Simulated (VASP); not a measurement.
Runs of VASP 6.6.1 on SrCl2. The structure is that of space group Fm-3m (No. 225), or close to it. The cells are those of the table. 

```tsv
cell	k mesh	smearing	gap on the mesh (eV)	pressure (GPa)
a = 4.869 Å, angles 60.0, 60.0, 90.0°, 3 atoms	6 × 6 × 6	gaussian 0.01 eV	5.97	(c)
a = 4.946 Å, angles 60.0, 60.0, 90.0°, 3 atoms	6 × 6 × 6	gaussian 0.01 eV	5.94	0.0
a = 5.046 Å, angles 60.0, 60.0, 90.0°, 3 atoms	6 × 6 × 6	gaussian 0.01 eV	5.72	-2.0
a = 4.661 Å, angles 60.0, 60.0, 90.0°, 3 atoms	6 × 6 × 6	gaussian 0.01 eV	5.83	10.1
a = 4.946 Å, angles 60.0, 60.0, 90.0°, 3 atoms	10 × 10 × 10	fermi-dirac 0.1 eV	5.94	0.0
a = 4.725 Å, angles 60.0, 60.0, 90.0°, 3 atoms	6 × 6 × 6	gaussian 0.01 eV	5.88	7.1
a = 4.572 Å, angles 60.0, 60.0, 90.0°, 3 atoms	6 × 6 × 6	gaussian 0.01 eV	(a)	15.2
a = 4.804 Å, angles 60.0, 60.0, 90.0°, 3 atoms	6 × 6 × 6	gaussian 0.01 eV	(b)	4.1
```

Alike in all rows: task single point; level r2SCAN; potentials or basis VASP PAW PBE potentials, release 64 (Sr_sv, Cl); no spin polarisation; cutoff (eV) 520.

Question: Estimate the missing entries.

Answer: (a) 5.75; (b) 5.93; (c) 2.0.

Caveats: the PAW data sets were made with another functional, which shifts forces and pressure a little; the cell stands under pressure (at least some runs).

A k mesh can miss the band edges, and the runs leave out spin-orbit coupling on Sr.
